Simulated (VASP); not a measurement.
# LiSi16 (a cell with a defect) in VASP: further runs, part 2 of 2

VASP 6.6.1. Earlier steps stand in the parts before.

**3. Single point, PBE, collinear spin, zero start**

File INCAR:

```
ALGO     = Normal         # electronic algorithm
EDIFF    = 1E-6           # SCF threshold, eV
ENCUT    = 520            # plane-wave cutoff, eV
GGA      = PE             # functional
ISIF     = 2              # what is computed and relaxed
ISMEAR   = -1             # smearing method
ISPIN    = 2              # spin polarisation
LASPH    = T              # aspherical terms in the spheres
LCHARG   = F              # write CHGCAR
LORBIT   = 11             # projections on sites
LREAL    = Auto         
LWAVE    = F              # write WAVECAR
MAGMOM   = 0 0 0 0 0 0 0 0 0 0 0 0 0 0 0 0 0 # initial moments
NBANDS   = 52             # bands
NELM     = 150            # most SCF steps
PREC     = Accurate       # precision mode
SIGMA    = 0.02           # smearing width, eV
```

File KPOINTS:

```
k-points
0
Gamma
  2 2 2
```

File POSCAR:

```
LiSi16
1.0
    0.0000000000      5.4300000000      5.4300000000
    5.4300000000      0.0000000000      5.4300000000
    5.4300000000      5.4300000000      0.0000000000
Si Li
16 1
Direct
    0.0125690608      0.0811878453     -0.0357550645
    0.1636648250      0.1525966851      0.1272559853
   -0.0351933702      0.0411602210      0.5020073665
    0.1084162063      0.1776427256      0.5887476980
   -0.0254235727      0.5247605893     -0.0100460405
    0.0680018416      0.7177071823      0.0945395948
   -0.0234622468      0.5311418048      0.5247697974
    0.1216298343      0.6292541436      0.6427900552
    0.5029097606     -0.0245856354      0.0095395948
    0.6514180479      0.1335359116      0.0522836096
    0.5041712707     -0.0252578269      0.4939318600
    0.5642449355      0.1420165746      0.6342081031
    0.4455248619      0.5255432781     -0.0013259669
    0.6077808471      0.6025322284      0.1223848987
    0.5012707182      0.4843830571      0.5102025783
    0.6141344383      0.5861786372      0.6555156538
    0.8989042357      0.8900644567      0.3486464088
```

Potentials or basis: VASP PAW PBE potentials, release 64 (Si, Li_sv).

Started as:

```
cat potpaw_PBE.64/Si/POTCAR potpaw_PBE.64/Li_sv/POTCAR > POTCAR
mpirun -np 1 vasp_std > vasp.out
```

OUTCAR:

```text
EDIFF = 1E-6
   ENCUT = 520
   GGA = PE
   ISIF = 2
   ISMEAR = -1
   ISPIN = 2
   LASPH = T
   LORBIT = 11
   LREAL = Auto
   NELM = 150
   PREC = Accurate

 ion  position               nearest neighbor table
   1  0.013  0.081  0.964-   6 2.33  10 2.36   4 2.39   2 2.45  17 2.45
   2  0.164  0.153  0.127-   9 2.19   5 2.40   3 2.41   1 2.45
   3  0.965  0.041  0.502-   4 2.31  17 2.35   2 2.41  12 2.52   8 2.59
   4  0.108  0.178  0.589-   7 2.25   3 2.31   1 2.39  11 2.53
   5  0.975  0.525  0.990-   8 2.19  14 2.32   2 2.40   6 2.49
   6  0.068  0.718  0.095-   1 2.33  17 2.36  13 2.41   5 2.49   7 2.72
   7  0.977  0.531  0.525-   4 2.25   8 2.27  17 2.28  16 2.32   6 2.72
   8  0.122  0.629  0.643-   5 2.19   7 2.27  15 2.39   3 2.59  17 2.82
   9  0.503  0.975  0.010-   2 2.19  10 2.25  14 2.35  12 2.39
  10  0.651  0.134  0.052-   9 2.25   1 2.36  13 2.53  11 2.77
  11  0.504  0.975  0.494-  12 2.34  16 2.45  17 2.50   4 2.53  10 2.77
  12  0.564  0.142  0.634-  15 2.18  11 2.34   9 2.39   3 2.52
  13  0.446  0.526  0.999-  16 2.19  14 2.30   6 2.41  10 2.53
  14  0.608  0.603  0.122-  13 2.30   5 2.32   9 2.35  15 2.44
  15  0.501  0.484  0.510-  12 2.18  16 2.26   8 2.39  14 2.44
  16  0.614  0.586  0.656-  13 2.19  15 2.26   7 2.32  11 2.45
  17  0.899  0.890  0.349-   7 2.28   3 2.35   6 2.36   1 2.45  11 2.50   8 2.82

  LATTYP: Found a face centered cubic cell.
 ALAT       =    10.8600000000

  Lattice vectors:

 A1 = (   0.0000000000,   5.4300000000,   5.4300000000)
 A2 = (   5.4300000000,   0.0000000000,   5.4300000000)
 A3 = (   5.4300000000,   5.4300000000,   0.0000000000)

Analysis of symmetry for initial positions (statically):
=====================================================================
 Subroutine PRICEL returns:
 Original cell was already a primitive cell.

 Routine SETGRP: Setting up the symmetry group for a
 face centered cubic supercell.

 Subroutine GETGRP returns: Found  1 space group operations
 (whereof  1 operations were pure point group operations)
 out of a pool of 48 trial point group operations.

[... 586 lines left out ...]

 k-point     1 :       0.0000    0.0000    0.0000
  band No.  band energies     occupation
      1     -40.0532      1.00000
      2      -6.0504      1.00000
      3      -3.9748      1.00000
      4      -3.7674      1.00000
      5      -3.6024      1.00000
      6      -3.5274      1.00000
[... 373 lines left out ...]
     44       9.9785      0.00000
     45      10.0614      0.00000
 [bands above 45 left out]

------------------------ aborting loop because EDIFF is reached ----------------------------------------

  FORCE on cell =-STRESS in cart. coord.  units (eV):
  Direction    XX          YY          ZZ          XY          YZ          ZX
  --------------------------------------------------------------------------------------
  -------------------------------------------------------------------------------------
  Total        9.4395372      5.7006333      8.9789798      2.2574082      0.4008454      1.5796925
  in kB       47.2315067     28.5235912     44.9270698     11.2951289      2.0056631      7.9041224
  external PRESSURE =      40.2273892 kB  Pullay stress =       0.0000000 kB

 VOLUME and BASIS-vectors are now :
 -----------------------------------------------------------------------------
  energy-cutoff  :      520.00
  volume of cell :      320.21
      direct lattice vectors                 reciprocal lattice vectors
     0.000000000  5.430000000  5.430000000    -0.092081031  0.092081031  0.092081031
     5.430000000  0.000000000  5.430000000     0.092081031 -0.092081031  0.092081031
     5.430000000  5.430000000  0.000000000     0.092081031  0.092081031 -0.092081031

 POSITION                                       TOTAL-FORCE (eV/Angst)
 -----------------------------------------------------------------------------------
      5.67670      5.30410      0.50910        -0.591298     -0.528693      0.292775
      1.51960      1.57970      1.71730         1.608142     -1.836390     -1.649396
      2.94940      7.96480      5.46240         0.166873      0.601226     -0.387958
      4.16150      3.78560      1.55330        -1.085152      1.743460     -0.005235
      8.22490     10.66740      8.14140         1.310721      1.777188     -0.156241
      4.41050      0.88260      4.26640        -1.287421      1.155116     -1.257942
[... 9 lines left out ...]
      6.74240      6.89420      6.51770         0.176772     -0.882719      1.959733
      6.72620      6.77420      9.71410         0.726357     -0.534322      0.324106
 -----------------------------------------------------------------------------------
    total drift:                                0.001461     -0.006323     -0.001348

  FREE ENERGIE OF THE ION-ELECTRON SYSTEM (eV)
  ---------------------------------------------------
  free  energy   TOTEN  =       -83.5190858071 eV

  energy  without entropy=      -83.5089557832  energy(sigma->0) =      -83.51402080

 total charge

# of ion       s       p       d       tot
------------------------------------------
    1        0.757   0.928   0.000   1.685
    2        0.758   0.924   0.000   1.682
    3        0.759   0.907   0.000   1.665
    4        0.752   0.917   0.000   1.668
    5        0.750   0.938   0.000   1.689
    6        0.764   0.879   0.000   1.644
[... 9 lines left out ...]
   16        0.751   0.969   0.000   1.720
   17        2.037   0.099   0.000   2.136
--------------------------------------------------
tot         14.124  15.002   0.000  29.127

 magnetization (x)

# of ion       s       p       d       tot
------------------------------------------
    1       -0.000  -0.000   0.000  -0.000
    2       -0.000  -0.000   0.000  -0.000
    3       -0.000  -0.000   0.000  -0.000
    4       -0.000  -0.000   0.000  -0.000
    5       -0.000  -0.000   0.000  -0.000
    6       -0.000  -0.000   0.000  -0.000
[... 9 lines left out ...]
   16       -0.000  -0.000   0.000  -0.000
   17        0.000  -0.000   0.000  -0.000
--------------------------------------------------
tot         -0.000  -0.000   0.000  -0.000
```

OSZICAR:

```text
N       E                     dE             d eps       ncg     rms          rms(c)
DAV:   1     0.180145605605E+03    0.18015E+03   -0.25093E+04  1664   0.108E+03
DAV:   2    -0.656045593296E+02   -0.24575E+03   -0.22920E+03  1996   0.180E+02
DAV:   3    -0.842550866074E+02   -0.18651E+02   -0.18272E+02  2412   0.419E+01
DAV:   4    -0.854181607096E+02   -0.11631E+01   -0.11471E+01  2640   0.920E+00
DAV:   5    -0.854594944521E+02   -0.41334E-01   -0.41319E-01  2304   0.156E+00    0.140E+01
DAV:   6    -0.839818221947E+02    0.14777E+01   -0.12895E+00  2000   0.356E+00    0.848E+00
DAV:   7    -0.835117167785E+02    0.47011E+00   -0.15770E+00  2100   0.354E+00    0.137E+00
DAV:   8    -0.835164529102E+02   -0.47361E-02   -0.16037E-01  1960   0.137E+00    0.665E-01
DAV:   9    -0.835180156408E+02   -0.15627E-02   -0.13123E-02  2140   0.376E-01    0.297E-01
DAV:  10    -0.835186917825E+02   -0.67614E-03   -0.17855E-03  1920   0.134E-01    0.125E-01
DAV:  11    -0.835190186479E+02   -0.32687E-03   -0.32813E-04  2084   0.634E-02    0.543E-02
DAV:  12    -0.835190694578E+02   -0.50810E-04   -0.36337E-05  1976   0.216E-02    0.285E-02
DAV:  13    -0.835190830597E+02   -0.13602E-04   -0.12421E-05  2020   0.122E-02    0.844E-03
DAV:  14    -0.835190854722E+02   -0.24125E-05   -0.30264E-06  1712   0.607E-03    0.261E-03
DAV:  15    -0.835190858071E+02   -0.33488E-06   -0.30859E-07  1164   0.208E-03
   1 F= -.83519086E+02 E0= -.83514021E+02  d E =-.101300E-01  mag=    -0.0001
```

stdout:

```text
POSCAR found type information on POSCAR SiLi
 POSCAR found :  2 types and      17 ions
 scaLAPACK will be used
 LDA part: xc-table for (Slater+PW92), standard interpolation
 POSCAR, INCAR and KPOINTS ok, starting setup
 FFT: planning ... GRIDC
 FFT: planning ... GRID_SOFT
 FFT: planning ... GRID
 WAVECAR not read
 entering main loop
```

Run time: 5.1 min. Hardware: 1 thread of AMD EPYC 9R45 (Zen 5), shared host; peak memory 0.67 GiB.

What came out:

| Quantity | Value |
| --- | --- |
| Free energy | -83.5191 eV |
| Largest force | 2.946 eV/Å |
| Net moment | 0.00 μB per cell |
| Valence electrons inside the program's atomic spheres | Si 1.69, 1.68, 1.67, 1.64, 1.72, 1.71, 1.73, 1.63, 1.70 (each value once); Li 2.14 |

Forces on the atoms (eV/Å):
```
Si  -0.591 -0.529  0.293
Si   1.608 -1.836 -1.649
Si   0.167  0.601 -0.388
Si  -1.085  1.743 -0.005
Si   1.311  1.777 -0.156
Si  -1.287  1.155 -1.258
Si  -1.448 -0.950 -0.019
Si  -0.110 -1.202  2.056
Si  -1.818 -0.025  0.599
Si   2.621  1.114  0.225
Si   0.056 -1.735 -0.125
Si  -1.808  1.982 -0.854
Si   0.202  0.743 -1.691
Si   0.779  0.585 -0.029
Si   0.501 -2.007  0.719
Si   0.177 -0.883  1.960
Li   0.726 -0.534  0.324
```

Caveat: the k points lie up to 0.50 Å⁻¹ apart; the cutoff is under 1.25 times the usual one of these potentials, so pressure, stress and relaxed cells hold a basis-set (Pulay) error; no moment was typed at the start, so none could form.

**4. Single point, PBE, collinear spin, zero start**

File INCAR:

```
SYSTEM = LiSi16
  PREC = Accurate
  ENCUT = 520
  EDIFF = 1E-7
  ISMEAR = -1
  SIGMA = 0.02
  LREAL = Auto
  LASPH = .True.
  NELM = 150
  ALGO = Normal
  ISIF = 2
  LWAVE = .False.
  LCHARG = .False.
  ISPIN = 2
  MAGMOM = 0 0 0 0 0 0 0 0 0 0 0 0 0 0 0 0 0
  LORBIT = 11
  GGA = PE
  NBANDS = 52
```

File KPOINTS:

```
Automatic mesh
0
Gamma
  2 2 2
  0 0 0
```

File POSCAR:

```
LiSi16
1.0
    0.0000000000      5.4300000000      5.4300000000
    5.4300000000      0.0000000000      5.4300000000
    5.4300000000      5.4300000000      0.0000000000
Si Li
16 1
Direct
    0.0922467772      0.0085451197     -0.0531860037
    0.1726703499      0.1952486188      0.0419152855
    0.0377900552      0.0543278085      0.4420073665
    0.1775046041      0.1537292818      0.5804143646
   -0.0108379374      0.5239686924      0.0203406998
    0.1250368324      0.6432688766      0.1574309392
   -0.0317127072      0.5194475138      0.5465009208
    0.1167311234      0.6313720074      0.6491068140
    0.5359392265      0.0187200737     -0.0287753223
    0.7310405157      0.1182596685      0.0303775322
    0.5456077348      0.0380570902      0.3989779006
    0.6360313076      0.1292541436      0.5763627993
    0.5289042357      0.4718876611      0.0162338858
    0.6150276243      0.6218416206      0.1462983425
    0.4715561694      0.5199539595      0.5145948435
    0.6029558011      0.6492173112      0.6271362799
    0.8553775322      0.9944383057      0.3121178637
```

Started as:

```
cat potpaw_PBE.64/Si/POTCAR potpaw_PBE.64/Li_sv/POTCAR > POTCAR
mpirun -np 1 vasp_std > vasp.out
```

Wall time 5.8 min (1 thread of AMD EPYC 9R45 (Zen 5), shared host); peak memory 0.68 GiB.

It converged, with:

* Free energy: -83.2172 eV
* Largest force: 3.550 eV/Å
* Net moment: 0.00 μB per cell
* Valence electrons inside the program's atomic spheres: Si 1.72, 1.62, 1.66, 1.69, 1.65, 1.73, 1.64, 1.67, 1.70 (each value once); Li 2.19

Forces in eV/Å, atoms in the order of the input:
```
Si  -0.871  0.321  0.077
Si  -0.573  2.110 -1.616
Si  -0.198  0.490 -1.027
Si  -0.243 -1.134 -0.025
Si   2.136 -0.878  1.463
Si  -1.254  0.490 -0.224
Si  -1.296 -0.105  0.525
Si   1.585 -1.414  0.800
Si  -1.965 -0.427 -0.746
Si   0.853 -1.079 -0.139
Si   0.990 -0.938 -3.277
Si   2.508  1.318  1.370
Si   0.704 -1.618  0.217
Si   0.325 -0.471  1.008
Si  -1.531  1.274  0.049
Si   0.574 -0.012 -0.114
Li  -1.743  2.072  1.657
```

Levels at points of the mesh, in eV from the Fermi level:
Spin up:
| k point | band 30 | band 31 | band 32 | band 33 | band 34 | band 35 | band 36 | band 37 |
| --- | --- | --- | --- | --- | --- | --- | --- | --- |
| (0.00, 0.00, 0.00) | -1.27 | -0.89 | -0.87 | -0.62 | -0.41 | -0.17 | -0.05 | 0.07 |
| (0.50, 0.00, 0.00) | -1.70 | -1.45 | -0.94 | -0.77 | 0.00 | 0.00 | 0.50 | 0.92 |
| (0.00, 0.50, 0.00) | -1.69 | -1.42 | -1.04 | -0.90 | 0.07 | 0.39 | 0.48 | 0.69 |
| (0.00, 0.00, 0.50) | -1.66 | -1.50 | -1.24 | -0.68 | 0.14 | 0.30 | 0.46 | 0.65 |
| (0.50, 0.50, 0.50) | -1.62 | -1.43 | -1.25 | -0.63 | 0.11 | 0.23 | 0.43 | 0.59 |
| (0.50, 0.50, 0.00) | -2.18 | -1.73 | -1.62 | -1.22 | 0.25 | 0.40 | 1.04 | 1.32 |
| (0.00, 0.50, 0.50) | -2.14 | -1.55 | -1.45 | -1.35 | 0.08 | 0.38 | 0.99 | 1.12 |
| (0.50, 0.00, 0.50) | -2.00 | -1.76 | -1.44 | -1.26 | 0.26 | 0.65 | 0.91 | 1.42 |
Spin down:
| k point | band 29 | band 30 | band 31 | band 32 | band 33 | band 34 | band 35 | band 36 | band 37 | band 38 |
| --- | --- | --- | --- | --- | --- | --- | --- | --- | --- | --- |
| (0.00, 0.00, 0.00) | -1.33 | -1.27 | -0.89 | -0.87 | -0.62 | -0.41 | -0.17 | -0.05 | 0.07 | 0.31 |
| (0.50, 0.00, 0.00) | -2.30 | -1.70 | -1.45 | -0.94 | -0.77 | 0.00 | 0.00 | 0.50 | 0.92 | 0.95 |
| (0.00, 0.50, 0.00) | -2.42 | -1.69 | -1.42 | -1.04 | -0.90 | 0.07 | 0.39 | 0.48 | 0.69 | 0.81 |
| (0.00, 0.00, 0.50) | -2.16 | -1.66 | -1.50 | -1.24 | -0.68 | 0.14 | 0.30 | 0.46 | 0.65 | 0.86 |
| (0.50, 0.50, 0.50) | -2.20 | -1.62 | -1.43 | -1.25 | -0.63 | 0.11 | 0.23 | 0.43 | 0.59 | 0.99 |
| (0.50, 0.50, 0.00) | -2.34 | -2.18 | -1.73 | -1.62 | -1.22 | 0.25 | 0.40 | 1.04 | 1.32 | 1.53 |
| (0.00, 0.50, 0.50) | -2.23 | -2.14 | -1.55 | -1.45 | -1.35 | 0.08 | 0.38 | 0.99 | 1.12 | 1.27 |
| (0.50, 0.00, 0.50) | -2.27 | -2.00 | -1.76 | -1.44 | -1.26 | 0.26 | 0.65 | 0.91 | 1.42 | 1.47 |

Caveat: the k points lie up to 0.50 Å⁻¹ apart; the cutoff is under 1.25 times the usual one of these potentials, so pressure, stress and relaxed cells hold a basis-set (Pulay) error; no moment was typed at the start, so none could form.

**5. The runs side by side**

```tsv
cell	gap on the mesh (eV)	moment (μB)	largest force (eV/Å)
as given, atomic positions A	none	0.00	3.06
as given, atomic positions B	none	0.00	2.95
as given, atomic positions C	none	0.00	3.55
```

Alike in all rows: task single point; level PBE; potentials or basis VASP PAW PBE potentials, release 64 (Si, Li_sv); spin collinear, zero start; k mesh 2 × 2 × 2; cutoff (eV) 520; smearing fermi-dirac 0.02 eV.

Caveats: all runs use coarse meshes; the cutoff is under 1.25 times the usual one of these potentials, so pressure, stress and relaxed cells hold a basis-set (Pulay) error; no moment was typed at the start, so none could form.

Absolute energies hang on the potentials; compare differences alone.
